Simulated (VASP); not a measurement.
Wanted: the native input for a VASP 6.6.1 run.

| Quantity | Value |
| --- | --- |
| Task | single point |
| Functional | PBEsol |
| Potentials or basis | VASP PAW PBE potentials, release 64 (Ta_pv, N) |
| Cutoff | 520 eV |
| k mesh | 24 × 24 × 20 |
| Occupations | gaussian, width 0.15 eV |
| Spin | no spin polarisation |
| Dipole correction | no |
| Further INCAR settings | ALGO = Normal; EDIFF = 1e-06; NBANDS = 15 |

The structure of TaN lies in POSCAR:

```
TaN
1.0
    2.9239890447      0.0000000000      0.0000000000
   -1.4619945224      2.5322487931      0.0000000000
    0.0000000000      0.0000000000      2.8707276427
Ta N
1 1
Direct
    0.3333333333      0.6666666667      0.5000000000
    0.0000000000      0.0000000000      0.0000000000
```

These files were run (other wordings do the same):

INCAR

```
SYSTEM = TaN
PREC = Accurate
ENCUT = 520
EDIFF = 1E-6
ISMEAR = 0
SIGMA = 0.15
LREAL = .False.
LASPH = .True.
NELM = 80
ALGO = Normal
ISIF = 2
LWAVE = .False.
LCHARG = .False.
GGA = PS
NBANDS = 15
```

KPOINTS

```
Automatic mesh
0
Gamma
  24 24 20
  0 0 0
```

Potentials or basis: VASP PAW PBE potentials, release 64 (Ta_pv, N).

Run with:

```bash
$ cat potpaw_PBE.64/Ta_pv/POTCAR potpaw_PBE.64/N/POTCAR > POTCAR
$ mpirun -np 1 vasp_std > vasp.out
```

Results of the run:

| Item | Value |
| --- | --- |
| Pressure | 0.8 GPa |
| Band gap on the k mesh | zero (band 8 reaches 8.64 eV, above the bottom of band 9 at 8.13 eV) |

Caveat: the PAW data sets were made with another functional, which shifts forces and pressure a little; spin-orbit coupling is left out, which moves the levels of the heavy elements.

Wall time 4.6 min on 1 thread of AMD EPYC 7R13, on a shared host, peak memory 0.3 GiB.
